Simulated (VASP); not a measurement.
# In2GaAs3 (I-4m2) in VASP: notebook

The runs below take In2GaAs3 through single point, with PBEsol.

All numbers are computed with VASP 6.6.1; they aren't measurements. Logs are shortened: lines on timing, memory, paths and dates and some standing lists are left out, and cuts for length are marked.

## Step 1: The cell of the first run

The structure is tetragonal, space group I-4m2 (No. 119). Conventional cell: a = 4.280 Å, b = 4.280 Å, c = 18.120 Å, α = 90.00°, β = 90.00°, γ = 90.00°. In (site symmetry 2mm) has 4 As at 2.66 to 2.67 Å within 3.5 Å. Ga (site symmetry -4m2) has 4 As at 2.54 Å within 3.4 Å. Within 3.5 Å of As (site symmetry -4m2) lie 4 In at 2.66 Å. As (site symmetry 2mm) has 2 Ga at 2.54 Å and 2 In at 2.67 Å within 3.4 Å.

## Step 2: Single point, PBEsol

INCAR

```
  ALGO = Normal
  EDIFF = 1E-6
  ENCUT = 520
  GGA = PS
  ISIF = 2
  ISMEAR = 0
  LASPH = T
  LCHARG = F
  LREAL = F
  LWAVE = F
  NBANDS = 36
  NELM = 100
  PREC = Accurate
  SIGMA = 0.1
```

KPOINTS

```
k-points
0
Gamma
  10 10 10
```

POSCAR

```
In2GaAs3
1.0
   -2.1401840000      2.1401840000      9.0600640000
    2.1401840000     -2.1401840000      9.0600640000
    2.1401840000      2.1401840000     -9.0600640000
In Ga As
2 1 3
Direct
    0.3367560000      0.3367560000      0.0000000000
    0.6632440000      0.6632440000      0.0000000000
    0.0000000000      0.0000000000      0.0000000000
    0.2500000000      0.7500000000      0.5000000000
    0.5754750000      0.0754750000      0.5000000000
    0.9245250000      0.4245250000      0.5000000000
```

Potentials or basis: VASP PAW PBE potentials, release 64 (In_d, Ga_d, As).

Started as:

```sh
$ cat potpaw_PBE.64/In_d/POTCAR potpaw_PBE.64/Ga_d/POTCAR potpaw_PBE.64/As/POTCAR > POTCAR
$ mpirun -np 1 vasp_std > vasp.out
```

OUTCAR:

```text
EDIFF = 1E-6
   ENCUT = 520
   GGA = PS
   ISIF = 2
   ISMEAR = 0
   LASPH = T
   LREAL = F
   NELM = 100
   PREC = Accurate

 ion  position               nearest neighbor table
   1  0.337  0.337  0.000-   4 2.66   4 2.66   6 2.67   6 2.67
   2  0.663  0.663  0.000-   4 2.66   4 2.66   5 2.67   5 2.67
   3  0.000  0.000  0.000-   6 2.54   5 2.54   5 2.54   6 2.54
   4  0.250  0.750  0.500-   2 2.66   1 2.66   1 2.66   2 2.66
   5  0.575  0.075  0.500-   3 2.54   3 2.54   2 2.67   2 2.67
   6  0.925  0.425  0.500-   3 2.54   3 2.54   1 2.67   1 2.67

  LATTYP: Found a body centered tetragonal cell.
 ALAT       =     4.2803680000
 C/A-ratio  =     4.2333107808

  Lattice vectors:

 A1 = (  -2.1401840000,   2.1401840000,   9.0600640000)
 A2 = (   2.1401840000,  -2.1401840000,   9.0600640000)
 A3 = (   2.1401840000,   2.1401840000,  -9.0600640000)

Analysis of symmetry for initial positions (statically):
=====================================================================
 Subroutine PRICEL returns:
 Original cell was already a primitive cell.

 Routine SETGRP: Setting up the symmetry group for a
 body centered tetragonal supercell.

 Subroutine GETGRP returns: Found  8 space group operations
 (whereof  8 operations were pure point group operations)
 out of a pool of 16 trial point group operations.

The static configuration has the point symmetry D_2d.

Analysis of symmetry for dynamics (positions and initial velocities):
=====================================================================
 Subroutine PRICEL returns:
 Original cell was already a primitive cell.

 Routine SETGRP: Setting up the symmetry group for a
 body centered tetragonal supercell.

 Subroutine GETGRP returns: Found  8 space group operations
 (whereof  8 operations were pure point group operations)
 out of a pool of 16 trial point group operations.

The dynamic configuration has the point symmetry D_2d.

 Subroutine INISYM returns: Found  8 space group operations
 (whereof  8 operations are pure point group operations),
 and found     1 'primitive' translations

----------------------------------------------------------------------------------------

                                     Primitive cell

  volume of cell :     165.9944

  direct lattice vectors                    reciprocal lattice vectors
    -2.140184000  2.140184000  9.060064000     0.000000000  0.233624772  0.055187248
     2.140184000 -2.140184000  9.060064000     0.233624772  0.000000000  0.055187248
     2.140184000  2.140184000 -9.060064000     0.233624772  0.233624772  0.000000000

  length of vectors
     9.552252865  9.552252865  9.552252865     0.240054508  0.240054508  0.330395322

  position of ions in fractional coordinates (direct lattice)
     0.336756000  0.336756000  0.000000000
     0.663244000  0.663244000  0.000000000
     0.000000000  0.000000000  0.000000000
     0.250000000  0.750000000  0.500000000
     0.575475000  0.075475000  0.500000000
     0.924525000  0.424525000  0.500000000

  ion indices of the primitive-cell ions
   primitive index   ion index
                 1           1
                 2           2
                 3           3
                 4           4
                 5           5
                 6           6

----------------------------------------------------------------------------------------

 KPOINTS: k-points

Automatic generation of k-mesh.
 Grid dimensions read from file:
 generate k-points for:   10   10   10

 Generating k-lattice:

  Cartesian coordinates                     Fractional coordinates (reciprocal lattice)
     0.000000000  0.023362477  0.005518725     0.100000000 -0.000000000  0.000000000
     0.023362477  0.000000000  0.005518725    -0.000000000  0.100000000  0.000000000
     0.023362477  0.023362477  0.000000000     0.000000000  0.000000000  0.100000000

  Length of vectors
     0.024005451  0.024005451  0.033039532

  Shift w.r.t. Gamma in fractional coordinates (k-lattice)
     0.000000000  0.000000000  0.000000000

 Subroutine IBZKPT returns following result:
 ===========================================

 Found    102 irreducible k-points:

 Following reciprocal coordinates:
            Coordinates               Weight
  0.000000  0.000000  0.000000      1.000000
  0.100000  0.000000 -0.000000      8.000000
  0.200000  0.000000 -0.000000      8.000000
  0.300000  0.000000  0.000000      8.000000
  0.400000 -0.000000  0.000000      8.000000
  0.500000  0.000000 -0.000000      4.000000
[... 16 lines left out ...]
  0.300000  0.300000  0.000000      8.000000
  0.400000  0.300000  0.000000     16.000000
 [... further k-points ...]
   k-points           NKPTS =    102   k-points in BZ     NKDIM =    102   number of bands    NBANDS=     36
   number of dos      NEDOS =    301   number of ions     NIONS =      6
   total plane-waves  NPLWV = 373248
   dimension x,y,z NGX =    72 NGY =   72 NGZ =   72
   dimension x,y,z NGXF=   144 NGYF=  144 NGZF=  144
   ions per type =               2   1   3
   NGX,Y,Z   is equivalent  to a cutoff of  12.53, 12.53, 12.53 a.u.
   NGXF,Y,Z  is equivalent  to a cutoff of  25.06, 25.06, 25.06 a.u.
 SYSTEM =  unknown system
   PREC   = accura    normal or accurate (medium, high low for compatibility)
   ISTART =      0    job   : 0-new  1-cont  2-samecut
   ICHARG =      2    charge: 1-file 2-atom 10-const
   ISPIN  =      1    spin polarized calculation?
   LNONCOLLINEAR =      F non collinear calculations
   LSORBIT =      F    spin-orbit coupling
   LASPH  =      T    aspherical Exc in radial PAW
   ENCUT  =  520.0 eV  38.22 Ry    6.18 a.u.  17.76 17.76 17.76*2*pi/ulx,y,z
   NELM   =    100;   NELMIN=  2; NELMDL= -5     # of ELM steps
   EDIFF  = 0.1E-05   stopping-criterion for ELM
   LREAL  =      F    real-space projection
   EDIFFG = 0.1E-04   stopping-criterion for IOM
   NSW    =      0    number of steps for IOM
   IBRION =     -1    ionic relax: 0-MD 1-quasi-New 2-CG
   NFREE  =      0    steps in history (QN), initial steepest desc. (CG)
   ISIF   =      2    stress and relaxation
   ISYM   =      2    0-nonsym 1-usesym 2-fastsym
   POTIM  = 0.5000    time-step for ionic-motion
   TEBEG  =    0.0;   TEEND  =   0.0 temperature during run
   PSTRESS=    0.0 pullay stress
   NELECT =      54.0000    total number of electrons
   NUPDOWN=      -1.0000    fix difference up-down
   EMIN   =  10.00;   EMAX   =-10.00  energy-range for DOS
   EFERMI =   0.00;   METHOD = LEGACY
   ISMEAR =     0;   SIGMA  =   0.10  broadening in eV -4-tet -1-fermi 0-gaus
   EFERMI_NEDOS =   21; number of points for ismear=-14 and -15
   IALGO  =     38    algorithm
   IMIX   =      4    mixing-type and parameters
     AMIX     =   0.40;   BMIX     =  1.00
     AMIX_MAG =   1.60;   BMIX_MAG =  1.00
  volume/ion in A,a.u.               =      27.67       186.70
  Fermi-wavevector in a.u.,A,eV,Ry     =   1.125922  2.127684 17.248107  1.267700
  Thomas-Fermi vector in A             =   2.262601
   LORBIT       =      0    0 simple, 1 ext, 2 COOP (PROOUT), +10 PAW based schemes
   GGA     = PS    functional components
   LHFCALC =     F    Hartree Fock is set to
   AEXX    =    0.0000 exact exchange contribution
   IVDW    =     0    specifies the selected vdW correction
   LEPSILON=     F    determine dielectric tensor
   LRPA    =     F    only Hartree local field effects (RPA)
 non-spin polarized calculation
 Gauss-broadening in eV      SIGMA  =   0.10
  energy-cutoff  :      520.00
  volume of cell :      165.99
 maximum number of plane-waves:      4512
   NGX = 35   NGY = 35   NGZ = 35

 number of electron      54.0000009 magnetization

 Free energy of the ion-electron system (eV)
  ---------------------------------------------------
  ext. energy  EPLUGINS =         0.00000000
  ---------------------------------------------------
  free energy    TOTEN  =       -25.89760284 eV

  energy without entropy =      -25.89731553  energy(sigma->0) =      -25.89745918

 E-fermi :   3.6957     XC(G=0):  -9.1562

 val. band max:        3.6254983511   @ k =   0.0000   0.0000   0.0000
 cond. band min:       3.8591070016   @ k =  -0.1000  -0.1000   0.1000
 fundamental gap:      0.2336086505
 Fermi energy:         3.6957168027

 k-point     1 :       0.0000    0.0000    0.0000
  band No.  band energies     occupation
      1     -11.1320      2.00000
      2     -11.0867      2.00000
      3     -11.0867      2.00000
      4     -11.0618      2.00000
      5     -11.0261      2.00000
      6     -10.7357      2.00000
[... 28 lines left out ...]
     35       7.4085      0.00000
     36      10.6384      0.00000

 k-point     2 :       0.1000    0.0000   -0.0000
  band No.  band energies     occupation
      1     -11.1309      2.00000
      2     -11.0888      2.00000
      3     -11.0866      2.00000
      4     -11.0610      2.00000
      5     -11.0266      2.00000
      6     -10.7327      2.00000
[... 28 lines left out ...]
     35       7.6636      0.00000
     36       9.7095      0.00000

 k-point     3 :       0.2000    0.0000   -0.0000
  band No.  band energies     occupation
      1     -11.1284      2.00000
      2     -11.0941      2.00000
      3     -11.0863      2.00000
      4     -11.0589      2.00000
      5     -11.0280      2.00000
      6     -10.7258      2.00000
[... 28 lines left out ...]
     35       8.2279      0.00000
     36       9.0330      0.00000
[... 742 lines left out ...]
 k-point    23 :       0.3000    0.3000    0.0000
  band No.  band energies     occupation
      1     -11.1250      2.00000
      2     -11.1142      2.00000
      3     -11.0745      2.00000
      4     -11.0541      2.00000
      5     -11.0336      2.00000
      6     -10.7361      2.00000
[... 28 lines left out ...]
     35       8.9090      0.00000
     36       9.2632      0.00000

 k-point    24 :       0.4000    0.3000    0.0000
  band No.  band energies     occupation
      1     -11.1258      2.00000
      2     -11.1186      2.00000
      3     -11.0706      2.00000
      4     -11.0528      2.00000
      5     -11.0351      2.00000
      6     -10.7455      2.00000
[... 28 lines left out ...]
     35       9.1676      0.00000
     36       9.7006      0.00000

 [... further k-points ...]

------------------------ aborting loop because EDIFF is reached ----------------------------------------

  FORCE on cell =-STRESS in cart. coord.  units (eV):
  Direction    XX          YY          ZZ          XY          YZ          ZX
  --------------------------------------------------------------------------------------
  -------------------------------------------------------------------------------------
  Total       -2.8097064     -2.8097064     -2.4880021      0.0000000      0.0000000      0.0000000
  in kB      -27.1192730    -27.1192730    -24.0141845      0.0000000      0.0000000      0.0000000
  external PRESSURE =     -26.0842435 kB  Pullay stress =       0.0000000 kB

 VOLUME and BASIS-vectors are now :
 -----------------------------------------------------------------------------
  energy-cutoff  :      520.00
  volume of cell :      165.99
      direct lattice vectors                 reciprocal lattice vectors
    -2.140184000  2.140184000  9.060064000     0.000000000  0.233624772  0.055187248
     2.140184000 -2.140184000  9.060064000     0.233624772  0.000000000  0.055187248
     2.140184000  2.140184000 -9.060064000     0.233624772  0.233624772  0.000000000

 POSITION                                       TOTAL-FORCE (eV/Angst)
 -----------------------------------------------------------------------------------
      0.00000      0.00000      6.10206        -0.000000      0.000000      0.044746
      0.00000      0.00000     12.01807        -0.000000      0.000000     -0.044746
      0.00000      0.00000      0.00000         0.000000     -0.000000     -0.000000
      2.14018     -0.00000      4.53003         0.000000     -0.000000     -0.000000
      0.00000      2.14018      1.36762         0.000000     -0.000000     -0.004753
      0.00000      2.14018      7.69245         0.000000     -0.000000      0.004753
 -----------------------------------------------------------------------------------
    total drift:                                0.000000     -0.000000     -0.000000

  FREE ENERGIE OF THE ION-ELECTRON SYSTEM (eV)
  ---------------------------------------------------
  free  energy   TOTEN  =       -25.8976028373 eV

  energy  without entropy=      -25.8973155311  energy(sigma->0) =      -25.89745918
```

Wall time 44 min (1 thread of AMD EPYC 9R14 (Zen 4), shared host); peak memory 1.1 GiB.

What came out:

| Item | Value |
| --- | --- |
| Free energy | -25.8976 eV |
| Pressure | -2.6 GPa |
| Largest force | 0.045 eV/Å |
| Band gap on the k mesh | zero (filled and empty bands touch) |

Forces in eV/Å, atoms in the order of the input:
```
In   0.000  0.000  0.045
In   0.000  0.000 -0.045
Ga   0.000  0.000  0.000
As   0.000  0.000  0.000
As   0.000  0.000 -0.005
As   0.000  0.000  0.005
```

Stress tensor (GPa, compression positive):
```
-2.71  0.00  0.00
 0.00 -2.71  0.00
 0.00  0.00 -2.40
```

Levels at points of the mesh, in eV from the Fermi level:
```
           k point  band 25  band 26  band 27  band 28  band 29  band 30
(0.00, 0.00, 0.00)    -0.60    -0.14    -0.07    -0.07     1.54     1.58
(0.50, 0.00, 0.00)    -1.02    -0.93    -0.88     0.56     1.77     2.23
(0.50, 0.50, 0.00)    -2.74    -2.32    -2.30     1.43     1.77     2.93
(0.50, 0.50, 0.50)    -1.02    -0.74    -0.74     1.32     1.38     2.10
```

Caveat: semilocal functionals underestimate gaps, so a narrow gap can read as zero; the PAW data sets were made with another functional, which shifts forces and pressure a little; spin-orbit coupling is left out, which moves the levels of the heavy elements.

## Step 3: Single point, PBEsol

INCAR

```
PREC     = Accurate       # precision mode
ENCUT    = 520            # plane-wave cutoff, eV
EDIFF    = 1E-6           # SCF threshold, eV
ISMEAR   = 0              # smearing method
SIGMA    = 0.1            # smearing width, eV
LREAL    = F              # projectors in reciprocal space
LASPH    = T              # aspherical terms in the spheres
NELM     = 60             # most SCF steps
ALGO     = Normal         # electronic algorithm
ISIF     = 2              # what is computed and relaxed
LWAVE    = F              # write WAVECAR
LCHARG   = F              # write CHGCAR
GGA      = PS             # functional
NBANDS   = 36             # bands
```

KPOINTS

```
Automatic mesh
0
Gamma
  10 10 10
  0.5 0.5 0.5
```

POSCAR is that of step 2.

Potentials or basis: VASP PAW PBE potentials, release 64 (In_d, Ga_d, As).

Started as:

```sh
$ cat potpaw_PBE.64/In_d/POTCAR potpaw_PBE.64/Ga_d/POTCAR potpaw_PBE.64/As/POTCAR > POTCAR
$ mpirun -np 1 vasp_std > vasp.out
```

Run time: 44 min. Hardware: 1 thread of AMD EPYC 9R14 (Zen 4), shared host; peak memory 1.1 GiB.

The run converged. Its results:

- Free energy: -25.8975 eV
- Pressure: -2.6 GPa
- Largest force: 0.045 eV/Å

Forces in eV/Å, atoms in the order of the input:
```
In   0.000  0.000  0.045
In   0.000  0.000 -0.045
Ga   0.000  0.000  0.000
As   0.000  0.000  0.000
As   0.000  0.000 -0.005
As   0.000  0.000  0.005
```

Stress tensor (GPa, compression positive):
```
-2.71  0.00  0.00
 0.00 -2.71  0.00
 0.00  0.00 -2.40
```

Levels at points of the mesh, in eV from the Fermi level:
```
           k point  band 24  band 25  band 26  band 27  band 28  band 29  band 30  band 31
(0.05, 0.05, 0.05)    -1.80    -1.72    -0.43    -0.40     1.13     2.14     2.19     2.70
```

Caveat: the PAW data sets were made with another functional, which shifts forces and pressure a little; spin-orbit coupling is left out, which moves the levels of the heavy elements.
